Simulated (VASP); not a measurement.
**Zr: single point with PBE**

The system is Zr.

```xyz
1
Lattice="0.0000 2.2907 2.2907 2.2907 0.0000 2.2907 2.2907 2.2907 0.0000" Properties=species:S:1:pos:R:3 pbc="T T T"
Zr    0.0000    0.0000    0.0000
```

This isn't the form of Zr at room conditions, which is hcp.

* Program: VASP 6.6.1
* Task: single point
* Functional: PBE
* Potentials or basis: VASP PAW PBE potentials, release 64 (Zr_sv)
* Cutoff: 520 eV
* k mesh: 20 × 20 × 20
* Occupations: fermi-dirac, width 0.05 eV
* Spin: collinear spin
* Starting moments: [1.0] μB

The pressure is -3.0 GPa and the band gap on the k mesh is zero (filled and empty bands overlap). The net moment is 0.00 μB per cell. The valence electrons inside the program's atomic spheres are Zr 9.79.

Levels at points of the mesh, in eV from the Fermi level:
Spin up:
```csv
k point,band 2,band 3,band 4,band 5,band 6,band 7,band 8,band 9,band 10,band 11
"(0.00, 0.00, 0.00)",-26.32,-26.32,-26.32,-5.48,0.98,0.98,0.98,3.29,3.29,10.44
"(0.50, 0.00, 0.00)",-27.18,-26.43,-26.43,-2.85,0.81,0.81,1.00,4.99,4.99,9.14
"(0.50, 0.50, 0.00)",-27.13,-26.63,-26.63,-2.84,-2.06,2.83,4.99,5.47,5.47,9.55
```
Spin down:
| k point | band 2 | band 3 | band 4 | band 5 | band 6 | band 7 | band 8 | band 9 | band 10 | band 11 |
| --- | --- | --- | --- | --- | --- | --- | --- | --- | --- | --- |
| (0.00, 0.00, 0.00) | -26.32 | -26.32 | -26.32 | -5.48 | 0.98 | 0.98 | 0.98 | 3.29 | 3.29 | 10.44 |
| (0.50, 0.00, 0.00) | -27.18 | -26.43 | -26.43 | -2.85 | 0.81 | 0.81 | 1.00 | 4.99 | 4.99 | 9.14 |
| (0.50, 0.50, 0.00) | -27.13 | -26.63 | -26.63 | -2.84 | -2.06 | 2.83 | 4.99 | 5.47 | 5.47 | 9.55 |

Wall time 56 s on 1 thread of Intel(R) Xeon(R) Platinum 8559C (Emerald Rapids) (shared host), peak memory 0.25 GiB.
